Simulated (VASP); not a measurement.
Write the native input for VASP 6.6.1 that does the following.

```yaml
Task: relaxation of cell and atoms
Functional: PBE
Potentials_or_basis: VASP PAW PBE potentials, release 64 (Ga_d, N)
Cutoff: 600 eV
k_mesh: 12 × 12 × 6
Occupations: gaussian, width 0.02 eV
Spin: no spin polarisation
Dipole_correction: no
Further_INCAR_settings: ALGO = Normal; EDIFF = 1e-06; IBRION = 2; EDIFFG = -0.005; NSW = 100; ISIF = 3
```

The structure of GaN lies in POSCAR:

```
GaN
1.0
    3.1889304000      0.0000000000      0.0000000000
   -1.5944652000      2.7616947400      0.0000000000
    0.0000000000      0.0000000000      5.1923572500
Ga N
2 2
Direct
    0.6666666700      0.3333333300      0.4990837100
    0.3333333300      0.6666666700      0.9990837100
    0.6666666700      0.3333333300      0.8759162900
    0.3333333300      0.6666666700      0.3759162900
```

The input as run:

INCAR

```
SYSTEM = GaN
  PREC = Accurate
  ENCUT = 600
  EDIFF = 1E-6
  ISMEAR = 0
  SIGMA = 0.02
  LREAL = .False.
  LASPH = .True.
  NELM = 60
  ALGO = Normal
  ISIF = 3
  LWAVE = .False.
  LCHARG = .False.
  GGA = PE
  IBRION = 2
  NSW = 100
  EDIFFG = -0.005
```

KPOINTS

```
regular mesh
0
Gamma
  12 12 6
  0 0 0
```

Potentials or basis: VASP PAW PBE potentials, release 64 (Ga_d, N).

Launch:

```console
$ cat potpaw_PBE.64/Ga_d/POTCAR potpaw_PBE.64/N/POTCAR > POTCAR
$ mpirun -np 1 vasp_std > vasp.out
```

Results of the run:

```yaml
Relaxed_volume: 11.75 Å³/atom
Relaxed_cell: a = 3.218 Å, b = 3.218 Å, c = 5.242 Å, α = 90.00°, β = 90.00°, γ = 120.00°
Space_group_after_relaxing_to_0.05_Å: P6_3mc (No. 186)
Energy_gained_by_relaxing: 5.0 meV/atom
Ionic_steps: 7
Pressure_after_relaxing: 0.0 GPa
Band_gap_on_the_k_mesh: 1.72 eV, direct
```

Run time: 5.6 min on 1 thread of Intel(R) Xeon(R) Platinum 8259CL CPU @ 2.50GHz (Skylake/Cascade Lake) (shared host), peak memory 0.24 GiB.
